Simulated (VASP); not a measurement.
Set up this calculation in VASP 6.6.1, as the native input.

| Property | Result |
| --- | --- |
| Task | single point |
| Functional | PBE |
| Potentials or basis | VASP PAW PBE potentials, release 64 (K_sv, Br) |
| Cutoff | 520 eV |
| k mesh | 6 × 6 × 6 |
| Occupations | gaussian, width 0.05 eV |
| Spin | no spin polarisation |
| Dipole correction | no |
| Further INCAR settings | ALGO = Normal; EDIFF = 1e-07; NBANDS = 15 |

The structure of KBr lies in POSCAR:

```
KBr
1.0
    0.0000000000      3.3748125000      3.1278750000
    3.3748125000      0.0000000000      3.1278750000
    3.3748125000      3.3748125000      0.0000000000
K Br
1 1
Direct
    0.0000000000      0.0000000000      0.0000000000
    0.5000000000      0.5000000000      0.5000000000
```

This cell differs from its parent crystal: strain +0.025 along x and y, -0.050 along z.

These files were run (other wordings do the same):

INCAR

```
  ALGO = Normal
  EDIFF = 1E-7
  ENCUT = 520
  GGA = PE
  ISIF = 2
  ISMEAR = 0
  LASPH = True
  LCHARG = True
  LELF = True
  LREAL = False
  LVHAR = True
  LWAVE = False
  NBANDS = 15
  NELM = 100
  PREC = Accurate
  SIGMA = 0.05
```

KPOINTS

```
k-points
0
Gamma
  6 6 6
```

Potentials or basis: VASP PAW PBE potentials, release 64 (K_sv, Br).

Launch:

```sh
$ cat potpaw_PBE.64/K_sv/POTCAR potpaw_PBE.64/Br/POTCAR > POTCAR
$ mpirun -np 1 vasp_std > vasp.out
```

Results of the run:

The pressure is 1.2 GPa and the band gap on the k mesh is 4.41 eV.

Caveat: the cell differs from its parent crystal (strain +0.025 along x and y, -0.050 along z).

Wall time 37 s on 1 thread of AMD EPYC 7R13 (shared host), peak memory 0.18 GiB.
